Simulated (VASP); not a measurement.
# SnS (Pnma) in VASP: single point with LDA

Aim: the single point of SnS with LDA.

Everything below comes from runs of VASP 6.6.1. Logs are shortened: lines on timing, memory, paths and dates and some standing lists are left out, and cuts for length are marked.

**1. The cell of the first run**

The structure is orthorhombic, space group Pnma (No. 62). Conventional cell: a = 11.392 Å, b = 3.957 Å, c = 4.533 Å, α = 90.00°, β = 90.00°, γ = 90.00°. Within 3.5 Å of Sn (site symmetry m) lie 6 S at 2.64 to 3.47 Å. S (site symmetry m) has 6 Sn at 2.64 to 3.47 Å within 3.5 Å.

**2. Single point, LDA**

INCAR

```
SYSTEM = SnS
ALGO = Normal
EDIFF = 1E-6
ENCUT = 500
GGA_COMPAT = .False.
ISIF = 2
ISMEAR = 0
LASPH = .True.
LCHARG = .True.
LELF = .True.
LREAL = .False.
LVHAR = .True.
LWAVE = .False.
NBANDS = 50
NELM = 120
PREC = Accurate
SIGMA = 0.02
```

KPOINTS

```
k-points
0
Gamma
  4 8 6
  0 0 0
```

POSCAR

```
SnS
1.0
   11.3920185100      0.0000000000      0.0000000000
    0.0000000000      3.9568552100      0.0000000000
    0.0000000000      0.0000000000      4.5328106900
Sn S
4 4
Direct
    0.6221050138      0.2500000000      0.3585955002
    0.3778949862      0.7500000000      0.6414044998
    0.8778949862      0.7500000000      0.8585955002
    0.1221050138      0.2500000000      0.1414044998
    0.3486660329      0.2500000000      0.0223163704
    0.6513339671      0.7500000000      0.9776836296
    0.1513339671      0.7500000000      0.5223163704
    0.8486660329      0.2500000000      0.4776836296
```

Potentials or basis: VASP PAW LDA potentials, release 64 (Sn_d, S).

On the command line:

```bash
cat potpaw_LDA.64/Sn_d/POTCAR potpaw_LDA.64/S/POTCAR > POTCAR
mpirun -np 1 vasp_std > vasp.out
```

OUTCAR:

```text
SYSTEM = SnS
   EDIFF = 1E-6
   ENCUT = 500
   ISIF = 2
   ISMEAR = 0
   LASPH = .True.
   LREAL = .False.
   NELM = 120
   PREC = Accurate

 ion  position               nearest neighbor table
   1  0.622  0.250  0.359-   8 2.64   6 2.65   6 2.65   2 3.65   2 3.65
   2  0.378  0.750  0.641-   7 2.64   5 2.65   5 2.65   1 3.65   1 3.65
   3  0.878  0.750  0.859-   6 2.64   8 2.65   8 2.65   4 3.65   4 3.65
   4  0.122  0.250  0.141-   5 2.64   7 2.65   7 2.65   3 3.65   3 3.65
   5  0.349  0.250  0.022-   4 2.64   2 2.65   2 2.65
   6  0.651  0.750  0.978-   3 2.64   1 2.65   1 2.65
   7  0.151  0.750  0.522-   2 2.64   4 2.65   4 2.65
   8  0.849  0.250  0.478-   1 2.64   3 2.65   3 2.65

  LATTYP: Found a simple orthorhombic cell.
 ALAT       =     3.9568552100
 B/A-ratio  =     1.1455588970
 C/A-ratio  =     2.8790587235

  Lattice vectors:

 A1 = (   0.0000000000,   3.9568552100,   0.0000000000)
 A2 = (   0.0000000000,   0.0000000000,   4.5328106900)
 A3 = (  11.3920185100,   0.0000000000,   0.0000000000)

Analysis of symmetry for initial positions (statically):
=====================================================================
 Subroutine PRICEL returns:
 Original cell was already a primitive cell.

 Routine SETGRP: Setting up the symmetry group for a
 simple orthorhombic supercell.

 Subroutine GETGRP returns: Found  8 space group operations
 (whereof  2 operations were pure point group operations)
 out of a pool of  8 trial point group operations.

The static configuration has the point symmetry S_2 .
 The point group associated with its full space group is D_2h.

Analysis of symmetry for dynamics (positions and initial velocities):
=====================================================================
 Subroutine PRICEL returns:
 Original cell was already a primitive cell.

 Routine SETGRP: Setting up the symmetry group for a
 simple orthorhombic supercell.

 Subroutine GETGRP returns: Found  8 space group operations
 (whereof  2 operations were pure point group operations)
 out of a pool of  8 trial point group operations.

The dynamic configuration has the point symmetry S_2 .
 The point group associated with its full space group is D_2h.

 Subroutine INISYM returns: Found  8 space group operations
 (whereof  2 operations are pure point group operations),
 and found     1 'primitive' translations

----------------------------------------------------------------------------------------

                                     Primitive cell

  volume of cell :     204.3235

  direct lattice vectors                    reciprocal lattice vectors
    11.392018510  0.000000000  0.000000000     0.087780756  0.000000000  0.000000000
     0.000000000  3.956855210  0.000000000     0.000000000  0.252725952  0.000000000
     0.000000000  0.000000000  4.532810690     0.000000000  0.000000000  0.220613670

  length of vectors
    11.392018510  3.956855210  4.532810690     0.087780756  0.252725952  0.220613670

  position of ions in fractional coordinates (direct lattice)
     0.622105014  0.250000000  0.358595500
     0.377894986  0.750000000  0.641404500
     0.877894986  0.750000000  0.858595500
     0.122105014  0.250000000  0.141404500
     0.348666033  0.250000000  0.022316370
     0.651333967  0.750000000  0.977683630
     0.151333967  0.750000000  0.522316370
     0.848666033  0.250000000  0.477683630

  ion indices of the primitive-cell ions
   primitive index   ion index
                 1           1
                 2           2
                 3           3
                 4           4
                 5           5
                 6           6
                 7           7
                 8           8

----------------------------------------------------------------------------------------

 KPOINTS: k-points

Automatic generation of k-mesh.
 Grid dimensions read from file:
 generate k-points for:    4    8    6

 Generating k-lattice:

  Cartesian coordinates                     Fractional coordinates (reciprocal lattice)
     0.021945189  0.000000000  0.000000000     0.250000000  0.000000000  0.000000000
     0.000000000  0.031590744  0.000000000     0.000000000  0.125000000  0.000000000
     0.000000000  0.000000000  0.036768945     0.000000000  0.000000000  0.166666667

  Length of vectors
     0.021945189  0.031590744  0.036768945

  Shift w.r.t. Gamma in fractional coordinates (k-lattice)
     0.000000000  0.000000000  0.000000000

 Subroutine IBZKPT returns following result:
 ===========================================

 Found     60 irreducible k-points:

 Following reciprocal coordinates:
            Coordinates               Weight
  0.000000  0.000000  0.000000      1.000000
  0.250000  0.000000  0.000000      2.000000
  0.500000  0.000000  0.000000      1.000000
  0.000000  0.125000  0.000000      2.000000
  0.250000  0.125000  0.000000      4.000000
  0.500000  0.125000  0.000000      2.000000
[... 16 lines left out ...]
  0.250000  0.250000  0.166667      8.000000
  0.500000  0.250000  0.166667      4.000000
 [... further k-points ...]
   k-points           NKPTS =     60   k-points in BZ     NKDIM =     60   number of bands    NBANDS=     50
   number of dos      NEDOS =    301   number of ions     NIONS =      8
   total plane-waves  NPLWV =  90720
   dimension x,y,z NGX =    84 NGY =   30 NGZ =   36
   dimension x,y,z NGXF=   168 NGYF=   60 NGZF=   72
   ions per type =               4   4
   NGX,Y,Z   is equivalent  to a cutoff of  12.26, 12.60, 13.20 a.u.
   NGXF,Y,Z  is equivalent  to a cutoff of  24.52, 25.21, 26.41 a.u.
 SYSTEM =  SnS
   PREC   = accura    normal or accurate (medium, high low for compatibility)
   ISTART =      0    job   : 0-new  1-cont  2-samecut
   ICHARG =      2    charge: 1-file 2-atom 10-const
   ISPIN  =      1    spin polarized calculation?
   LNONCOLLINEAR =      F non collinear calculations
   LSORBIT =      F    spin-orbit coupling
   LASPH  =      T    aspherical Exc in radial PAW
   ENCUT  =  500.0 eV  36.75 Ry    6.06 a.u.  20.77  7.21  8.26*2*pi/ulx,y,z
   NELM   =    120;   NELMIN=  2; NELMDL= -5     # of ELM steps
   EDIFF  = 0.1E-05   stopping-criterion for ELM
   LREAL  =      F    real-space projection
   EDIFFG = 0.1E-04   stopping-criterion for IOM
   NSW    =      0    number of steps for IOM
   IBRION =     -1    ionic relax: 0-MD 1-quasi-New 2-CG
   NFREE  =      0    steps in history (QN), initial steepest desc. (CG)
   ISIF   =      2    stress and relaxation
   ISYM   =      2    0-nonsym 1-usesym 2-fastsym
   POTIM  = 0.5000    time-step for ionic-motion
   TEBEG  =    0.0;   TEEND  =   0.0 temperature during run
   PSTRESS=    0.0 pullay stress
   NELECT =      80.0000    total number of electrons
   NUPDOWN=      -1.0000    fix difference up-down
   EMIN   =  10.00;   EMAX   =-10.00  energy-range for DOS
   EFERMI =   0.00;   METHOD = LEGACY
   ISMEAR =     0;   SIGMA  =   0.02  broadening in eV -4-tet -1-fermi 0-gaus
   EFERMI_NEDOS =   21; number of points for ismear=-14 and -15
   IALGO  =     38    algorithm
   IMIX   =      4    mixing-type and parameters
     AMIX     =   0.40;   BMIX     =  1.00
     AMIX_MAG =   1.60;   BMIX_MAG =  1.00
  volume/ion in A,a.u.               =      25.54       172.36
  Fermi-wavevector in a.u.,A,eV,Ry     =   1.197656  2.263241 19.515916  1.434379
  Thomas-Fermi vector in A             =   2.333565
   LORBIT       =      0    0 simple, 1 ext, 2 COOP (PROOUT), +10 PAW based schemes
   GGA     = CA    functional components
   LHFCALC =     F    Hartree Fock is set to
   AEXX    =    0.0000 exact exchange contribution
   IVDW    =     0    specifies the selected vdW correction
   LEPSILON=     F    determine dielectric tensor
   LRPA    =     F    only Hartree local field effects (RPA)
 non-spin polarized calculation
 Gauss-broadening in eV      SIGMA  =   0.02
  energy-cutoff  :      500.00
  volume of cell :      204.32
 maximum number of plane-waves:      5226
 NGX is ok and might be reduce to    84
   NGX = 41   NGY = 15   NGZ = 17

 number of electron      80.0000008 magnetization

 Free energy of the ion-electron system (eV)
  ---------------------------------------------------
  ext. energy  EPLUGINS =         0.00000000
  ---------------------------------------------------
  free energy    TOTEN  =       -40.22629952 eV

  energy without entropy =      -40.22629952  energy(sigma->0) =      -40.22629952

 E-fermi :   5.3140     XC(G=0):  -9.8839

 val. band max:        5.1824079097   @ k =   0.5000   0.0000   0.5000
 cond. band min:       6.1706588639   @ k =   0.0000   0.3750   0.0000
 fundamental gap:      0.9882509542
 Fermi energy:         5.3140143801

 k-point     1 :       0.0000    0.0000    0.0000
  band No.  band energies     occupation
      1     -15.7866      2.00000
      2     -15.7739      2.00000
      3     -15.7644      2.00000
      4     -15.7567      2.00000
      5     -15.7526      2.00000
      6     -15.7506      2.00000
[... 42 lines left out ...]
     49      10.4028      0.00000
     50      10.6620      0.00000

 k-point     2 :       0.2500    0.0000    0.0000
  band No.  band energies     occupation
      1     -15.7851      2.00000
      2     -15.7766      2.00000
      3     -15.7625      2.00000
      4     -15.7575      2.00000
      5     -15.7524      2.00000
      6     -15.7511      2.00000
[... 42 lines left out ...]
     49      10.3573      0.00000
     50      10.4439      0.00000

 k-point     3 :       0.5000    0.0000    0.0000
  band No.  band energies     occupation
      1     -15.7813      2.00000
      2     -15.7813      2.00000
      3     -15.7596      2.00000
      4     -15.7596      2.00000
      5     -15.7519      2.00000
      6     -15.7519      2.00000
[... 1102 lines left out ...]
     49       9.4947      0.00000
     50       9.9448      0.00000

 k-point    24 :       0.5000    0.2500    0.1667
  band No.  band energies     occupation
      1     -15.7718      2.00000
      2     -15.7718      2.00000
      3     -15.7633      2.00000
      4     -15.7633      2.00000
      5     -15.7511      2.00000
      6     -15.7511      2.00000
[... 42 lines left out ...]
     49       9.7021      0.00000
     50       9.7022      0.00000

 [... further k-points ...]

------------------------ aborting loop because EDIFF is reached ----------------------------------------

  FORCE on cell =-STRESS in cart. coord.  units (eV):
  Direction    XX          YY          ZZ          XY          YZ          ZX
  --------------------------------------------------------------------------------------
  -------------------------------------------------------------------------------------
  Total       -3.9705521     -3.8136673     -4.1353719      0.0000000      0.0000000      0.0000000
  in kB      -31.1345831    -29.9043912    -32.4269969      0.0000000      0.0000000      0.0000000
  external PRESSURE =     -31.1553237 kB  Pullay stress =       0.0000000 kB

 VOLUME and BASIS-vectors are now :
 -----------------------------------------------------------------------------
  energy-cutoff  :      500.00
  volume of cell :      204.32
      direct lattice vectors                 reciprocal lattice vectors
    11.392018510  0.000000000  0.000000000     0.087780756  0.000000000  0.000000000
     0.000000000  3.956855210  0.000000000     0.000000000  0.252725952  0.000000000
     0.000000000  0.000000000  4.532810690     0.000000000  0.000000000  0.220613670

 POSITION                                       TOTAL-FORCE (eV/Angst)
 -----------------------------------------------------------------------------------
      7.08703      0.98921      1.62545        -0.017280      0.000000      0.015640
      4.30499      2.96764      2.90737         0.017280      0.000000     -0.015640
     10.00100      2.96764      3.89185         0.017280     -0.000000      0.015640
      1.39102      0.98921      0.64096        -0.017280     -0.000000     -0.015640
      3.97201      0.98921      0.10116         0.004292     -0.000000      0.010823
      7.42001      2.96764      4.43165        -0.004292     -0.000000     -0.010823
      1.72400      2.96764      2.36756        -0.004292     -0.000000      0.010823
      9.66802      0.98921      2.16525         0.004292      0.000000     -0.010823
 -----------------------------------------------------------------------------------
    total drift:                                0.000000     -0.000000     -0.000000

  FREE ENERGIE OF THE ION-ELECTRON SYSTEM (eV)
  ---------------------------------------------------
  free  energy   TOTEN  =       -40.2262995203 eV

  energy  without entropy=      -40.2262995203  energy(sigma->0) =      -40.22629952
```

Wall time 15 min (1 thread of Intel Xeon 8259CL, shared host); peak memory 0.51 GiB.

Results:

```yaml
Free_energy: -40.2263 eV
Pressure: -3.1 GPa
Largest_force: 0.023 eV/Å
Band_gap_on_the_k_mesh: 0.99 eV (least direct gap 1.34 eV)
```

Forces in eV/Å, atoms in the order of the input:
```
Sn  -0.017  0.000  0.016
Sn   0.017  0.000 -0.016
Sn   0.017  0.000  0.016
Sn  -0.017  0.000 -0.016
S    0.004  0.000  0.011
S   -0.004  0.000 -0.011
S   -0.004  0.000  0.011
S    0.004  0.000 -0.011
```

Caveat: the cell stands under tension; spin-orbit coupling is left out, which moves the levels of the heavy elements.
